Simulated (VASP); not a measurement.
Runs of VASP 6.6.1 on Co. The structure is hexagonal, space group P6_3/mmc (No. 194). The conventional cell has a = 2.494 Å, b = 2.494 Å, c = 4.030 Å, α = 90.00°, β = 90.00°, γ = 120.00°. Co (site symmetry -6m2) has 12 Co at 2.48 to 2.49 Å within 3.3 Å. 

| task | spin | gap on the mesh (eV) | pressure (GPa) | moment (μB) |
| --- | --- | --- | --- | --- |
| single point | collinear, ferromagnetic start | none | -0.7 | 3.20 |
| single point | collinear, antiferromagnetic start | none | -7.2 | (a) |
| vibrations by perturbation theory | collinear, ferromagnetic start | - | - | 3.20 |
| single point | off | none | -11.8 | - |

Alike in all rows: level PBE; potentials or basis VASP PAW PBE potentials, release 64 (Co); cell as given; k mesh 20 × 20 × 12; cutoff (eV) 520; smearing gaussian 0.05 eV.

Task: Estimate the missing entries.

Result: (a) 0.00.

Caveats: the cell stands under tension (at least some runs); the antiferromagnetic order is the one typed at the start, and another may lie lower (at least some runs).

A gap of «none» marks levels without a gap at the run's occupations.
